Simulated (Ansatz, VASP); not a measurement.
# GaAs: VASP beside Ansatz

```
CELL_PARAMETERS angstrom
0.00000 2.35634 2.35634
2.35634 0.00000 2.35634
2.35634 2.35634 0.00000
ATOMIC_POSITIONS crystal
Ga 0.00000 0.00000 0.00000
As 0.50000 0.50000 0.50000
```

Change from the starting cell: volume scaled by 0.72, PAW files.

Alike in both runs: task single point; functional LDA; k mesh 13 × 13 × 13; occupations fermi-dirac, width 0.1 eV; no spin polarisation.

```csv
,VASP,Ansatz
version,VASP 6.6.1,Ansatz 0.2.0
potentials or method,"VASP PAW LDA potentials, release 64 (Ga_d, As)","PAW with Ansatz's default frozen-core files, scalar-relativistic"
plane-wave cutoff (eV),520,420
valence electrons in the cell,18,28
```

|  | VASP | Ansatz | Ansatz less VASP |
| --- | --- | --- | --- |
| pressure (GPa) | 62.9 | 61.2 | -1.67 |

LDA's correlation is that of Perdew and Zunger in VASP and of Perdew and Wang (1992) in Ansatz. Both programs put the cell under a high pressure, so it lies far from rest at this level. VASP's potentials hold 18 valence electrons a cell and Ansatz's 28, so a difference there can come from the potentials and not from the codes.

Noted on VASP's run: the cell as given lies far from equilibrium.
